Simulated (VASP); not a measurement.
# Mn in VASP: further runs

Aim: see how the results for Mn move with the level of theory and the settings. Levels: r2SCAN, PBEsol. Tasks: single point.

Everything below comes from runs of VASP 6.6.1. Logs are shortened: lines on timing, memory, paths and dates and some standing lists are left out, and cuts for length are marked.

## (1) The cell of the first run

Symmetry: P6_3/mmc, No. 194, hexagonal system. Conventional cell: a = 2.484 Å, b = 2.484 Å, c = 4.026 Å, α = 90.00°, β = 90.00°, γ = 120.00°. Mn (site symmetry -6m2) has 12 Mn at 2.47 to 2.48 Å within 3.3 Å.

This isn't the form of Mn at room conditions, which is a 58-atom cubic cell.

## (2) Single point, r2SCAN, collinear spin, ferromagnetic start

File POSCAR:

```
Mn
1.0
    2.4836457705      0.0000000000      0.0000000000
   -1.2418228853      2.1509003313      0.0000000000
    0.0000000000      0.0000000000      4.0261950000
Mn
2
Direct
    0.3333333333      0.6666666667      0.2500000000
    0.6666666667      0.3333333333      0.7500000000
```

File INCAR.step1:

```
PREC = Accurate
ENCUT = 520
ISMEAR = -1
SIGMA = 0.05
LREAL = F
LASPH = T
NELM = 150
ISPIN = 2
MAGMOM = 4 4
LMAXMIX = 4
NBANDS = 24
GGA = PE
ALGO = Normal
EDIFF = 1E-4
LWAVE = T
LCHARG = F
```

File INCAR.step2:

```
PREC = Accurate
ENCUT = 520
EDIFF = 1E-6
ISMEAR = -1
SIGMA = 0.05
LREAL = F
LASPH = T
NELM = 150
ALGO = Normal
ISIF = 2
LWAVE = F
LCHARG = F
ISPIN = 2
MAGMOM = 4 4
LORBIT = 11
LMAXMIX = 4
METAGGA = R2SCAN
LMIXTAU = T
NBANDS = 24
ISTART = 1
```

File KPOINTS:

```
Automatic mesh
0
Gamma
  12 12 7
```

Potentials or basis: VASP PAW PBE potentials, release 64 (Mn_pv).

On the command line:

```sh
cat potpaw_PBE.64/Mn_pv/POTCAR > POTCAR
cp INCAR.step1 INCAR
mpirun -np 1 vasp_std > vasp.out
cp INCAR.step2 INCAR
mpirun -np 1 vasp_std > vasp.out
```

OUTCAR:

```text
PREC = Accurate
   ENCUT = 520
   EDIFF = 1E-6
   ISMEAR = -1
   LREAL = F
   LASPH = T
   NELM = 150
   ISIF = 2
   ISPIN = 2
   LORBIT = 11
   METAGGA = R2SCAN
   ISTART = 1

 ion  position               nearest neighbor table
   1  0.333  0.667  0.250-   2 2.47   2 2.47   2 2.47   2 2.47   2 2.47   2 2.47
   2  0.667  0.333  0.750-   1 2.47   1 2.47   1 2.47   1 2.47   1 2.47   1 2.47

  LATTYP: Found a hexagonal cell.
 ALAT       =     2.4836457705
 C/A-ratio  =     1.6210826229

  Lattice vectors:

 A1 = (   2.4836457705,   0.0000000000,   0.0000000000)
 A2 = (  -1.2418228853,   2.1509003313,   0.0000000000)
 A3 = (   0.0000000000,   0.0000000000,   4.0261950000)

Analysis of symmetry for initial positions (statically):
=====================================================================
 Subroutine PRICEL returns:
 Original cell was already a primitive cell.

 Routine SETGRP: Setting up the symmetry group for a
 hexagonal supercell.

 Subroutine GETGRP returns: Found 24 space group operations
 (whereof 12 operations were pure point group operations)
 out of a pool of 24 trial point group operations.

The static configuration has the point symmetry D_3d.
 The point group associated with its full space group is D_6h.

Analysis of symmetry for dynamics (positions and initial velocities):
=====================================================================
 Subroutine PRICEL returns:
 Original cell was already a primitive cell.

 Routine SETGRP: Setting up the symmetry group for a
 hexagonal supercell.

 Subroutine GETGRP returns: Found 24 space group operations
 (whereof 12 operations were pure point group operations)
 out of a pool of 24 trial point group operations.

The dynamic configuration has the point symmetry D_3d.
 The point group associated with its full space group is D_6h.

Analysis of structural, dynamic, and magnetic symmetry:
=====================================================================
 Subroutine PRICEL returns:
 Original cell was already a primitive cell.

 Routine SETGRP: Setting up the symmetry group for a
 hexagonal supercell.

 Subroutine GETGRP returns: Found 24 space group operations
 (whereof 12 operations were pure point group operations)
 out of a pool of 24 trial point group operations.

The overall configuration has the point symmetry D_3d.
 The point group associated with its full space group is D_6h.

 Subroutine INISYM returns: Found 24 space group operations
 (whereof 12 operations are pure point group operations),
 and found     1 'primitive' translations

[... 111 lines left out ...]
   IALGO  =     38    algorithm
   IMIX   =      4    mixing-type and parameters
     AMIX     =   0.40;   BMIX     =  1.00
     AMIX_MAG =   1.60;   BMIX_MAG =  1.00
  volume/ion in A,a.u.               =      10.75        72.57
  Fermi-wavevector in a.u.,A,eV,Ry     =   1.743938  3.295565 41.379665  3.041320
  Thomas-Fermi vector in A             =   2.815914
   LORBIT       =     11    0 simple, 1 ext, 2 COOP (PROOUT), +10 PAW based schemes
   METAGGA = R2SCAN    functional components
   LHFCALC =     F    Hartree Fock is set to
   AEXX    =    0.0000 exact exchange contribution
   IVDW    =     0    specifies the selected vdW correction
   LEPSILON=     F    determine dielectric tensor
   LRPA    =     F    only Hartree local field effects (RPA)
 spin polarized calculation
  energy-cutoff  :      520.00
  volume of cell :       21.51
 maximum number of plane-waves:       590
   NGX =  9   NGY =  9   NGZ = 15

 number of electron      26.0000029 magnetization      -0.0000263

 Free energy of the ion-electron system (eV)
  ---------------------------------------------------
  ext. energy  EPLUGINS =         0.00000000
  ---------------------------------------------------
  free energy    TOTEN  =       -28.52379157 eV

  energy without entropy =      -28.50262634  energy(sigma->0) =      -28.51320896

 E-fermi :  10.2337     XC(G=0): -15.4020

 val. band max:       10.2228430226   @ k =   0.4167   0.1667   0.2857
 cond. band min:      10.2591189470   @ k =   0.2500   0.0000   0.4286
 fundamental gap:      0.0362759244
 Fermi energy:        10.2336541017

 spin component 1

 k-point     1 :       0.0000    0.0000    0.0000
  band No.  band energies     occupation
      1     -39.8458      1.00000
      2     -39.1584      1.00000
      3     -39.1583      1.00000
      4     -39.0513      1.00000
      5     -39.0512      1.00000
      6     -39.0416      1.00000
[... 637 lines left out ...]
     23      31.4477      0.00000
     24      33.8335      0.00000

 [... further k-points ...]

 spin component 2

 k-point     1 :       0.0000    0.0000    0.0000
  band No.  band energies     occupation
      1     -39.8458      1.00000
      2     -39.1585      1.00000
      3     -39.1583      1.00000
      4     -39.0513      1.00000
      5     -39.0512      1.00000
      6     -39.0416      1.00000
[... 637 lines left out ...]
     23      31.4477      0.00000
     24      33.8335      0.00000

 [... further k-points ...]
[... 5 lines left out ...]
  --------------------------------------------------------------------------------------
  -------------------------------------------------------------------------------------
  Total       -1.2729666     -1.2729666     -1.0719610      0.0000000      0.0000000      0.0000000
  in kB      -94.8250011    -94.8250011    -79.8518169      0.0000000      0.0000000      0.0000000
  external PRESSURE =     -89.8339397 kB  Pullay stress =       0.0000000 kB

 VOLUME and BASIS-vectors are now :
 -----------------------------------------------------------------------------
  energy-cutoff  :      520.00
  volume of cell :       21.51
      direct lattice vectors                 reciprocal lattice vectors
     2.483645770  0.000000000  0.000000000     0.402633907  0.232460795  0.000000000
    -1.241822885  2.150900331  0.000000000     0.000000000  0.464921589  0.000000000
     0.000000000  0.000000000  4.026195000     0.000000000  0.000000000  0.248373464

 POSITION                                       TOTAL-FORCE (eV/Angst)
 -----------------------------------------------------------------------------------
     -0.00000      1.43393      1.00655         0.000000      0.000000      0.000000
      1.24182      0.71697      3.01965        -0.000000      0.000000      0.000000
 -----------------------------------------------------------------------------------
    total drift:                               -0.000000      0.000000     -0.000000

  FREE ENERGIE OF THE ION-ELECTRON SYSTEM (eV)
  ---------------------------------------------------
  free  energy   TOTEN  =       -28.5237915715 eV

  energy  without entropy=      -28.5026263450  energy(sigma->0) =      -28.51320896

 total charge

# of ion       s       p       d       tot
------------------------------------------
    1        0.462   6.414   5.133  12.010
    2        0.462   6.414   5.133  12.010
--------------------------------------------------
tot          0.924  12.829  10.266  24.019

 magnetization (x)

# of ion       s       p       d       tot
------------------------------------------
    1        0.000   0.000  -0.000  -0.000
    2        0.000   0.000  -0.000  -0.000
--------------------------------------------------
tot          0.000   0.000  -0.000  -0.000
```

OUTCAR.step1:

```text
PREC = Accurate
   ENCUT = 520
   ISMEAR = -1
   LREAL = F
   LASPH = T
   NELM = 150
[... 1541 lines left out ...]
 -----------------------------------------------------------------------------------
     -0.00000      1.43393      1.00655        -0.000000      0.000000      0.000000
      1.24182      0.71697      3.01965         0.000000     -0.000000      0.000000
 -----------------------------------------------------------------------------------
    total drift:                               -0.000000      0.000000     -0.000000

  FREE ENERGIE OF THE ION-ELECTRON SYSTEM (eV)
  ---------------------------------------------------
  free  energy   TOTEN  =       -17.8986583319 eV

  energy  without entropy=      -17.8764185693  energy(sigma->0) =      -17.88753845
```

OSZICAR.step1:

```text
N       E                     dE             d eps       ncg     rms          rms(c)
DAV:   1     0.248641316971E+03    0.24864E+03   -0.14970E+04  7456   0.156E+03
DAV:   2    -0.770702513727E+01   -0.25635E+03   -0.24436E+03  7424   0.401E+02
DAV:   3    -0.175402260407E+02   -0.98332E+01   -0.97780E+01  8144   0.886E+01
DAV:   4    -0.176192483633E+02   -0.79022E-01   -0.79018E-01  8112   0.784E+00
DAV:   5    -0.176204084693E+02   -0.11601E-02   -0.11601E-02  8264   0.966E-01    0.258E+01
DAV:   6    -0.173226108128E+02    0.29780E+00   -0.60096E+00  7752   0.345E+01    0.621E+00
DAV:   7    -0.177526898836E+02   -0.43008E+00   -0.24771E-01  7912   0.472E+00    0.508E+00
DAV:   8    -0.178508559242E+02   -0.98166E-01   -0.18856E-02  7968   0.178E+00    0.223E+00
DAV:   9    -0.178960464161E+02   -0.45190E-01   -0.39758E-02  8016   0.213E+00    0.564E-01
DAV:  10    -0.178985372211E+02   -0.24908E-02   -0.71427E-03  7864   0.818E-01    0.175E-01
DAV:  11    -0.178986426188E+02   -0.10540E-03   -0.21260E-04  7520   0.138E-01    0.943E-02
DAV:  12    -0.178986583319E+02   -0.15713E-04   -0.19982E-05  3856   0.390E-02
   1 F= -.17898658E+02 E0= -.17887538E+02  d E =-.222398E-01  mag=    -0.0002
```

It took 5.6 min on 1 thread of Intel Xeon 8259CL, shared host; peak memory 0.18 GiB.

What came out:

* Free energy: -28.5238 eV
* Pressure: -9.0 GPa
* Band gap on the k mesh: zero (filled and empty bands overlap)
* Net moment: 0.00 μB per cell
* Valence electrons inside the program's atomic spheres: Mn 12.01

Stress tensor (GPa, compression positive):
```
-9.48  0.00  0.00
 0.00 -9.48  0.00
 0.00  0.00 -7.99
```

Caveat: the cell stands under tension; the moments typed at the start vanished in this run; the PAW data sets were made with another functional, which shifts forces and pressure a little.

(Part 1 of 2 ends here.)

The gap in the log of VASP goes by the Fermi energy; the results here count the filled bands.